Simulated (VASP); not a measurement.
Runs of VASP 6.6.1 on Se. The structure is that of space group I4_1/amd (No. 141), or close to it. The cells are those of the table. 

```tsv
cell	gap on the mesh (eV)	pressure (GPa)
a = 3.550 Å, angles 96.9, 96.9, 139.5°, 2 atoms	none	(a)
a = 3.860 Å, angles 96.6, 96.6, 140.4°, 2 atoms	none	31.7
a = 3.709 Å, angles 96.8, 96.8, 139.9°, 2 atoms	none	55.0
a = 4.143 Å, angles 96.2, 96.2, 141.5°, 2 atoms	none	(b)
a = 3.216 Å, angles 97.0, 97.0, 139.0°, 2 atoms	none	263.3
```

Alike in all rows: task single point; level PBE; potentials or basis VASP PAW PBE potentials, release 64 (Se); no spin polarisation; k mesh 16 × 16 × 16; cutoff (eV) 520; smearing fermi-dirac 0.1 eV.

Task: Estimate the missing entries.

Result: (a) 93.3; (b) 6.2.

A k mesh can miss the band edges, and the runs leave out spin-orbit coupling on Se.

A gap of «none» marks levels without a gap at the run's occupations.
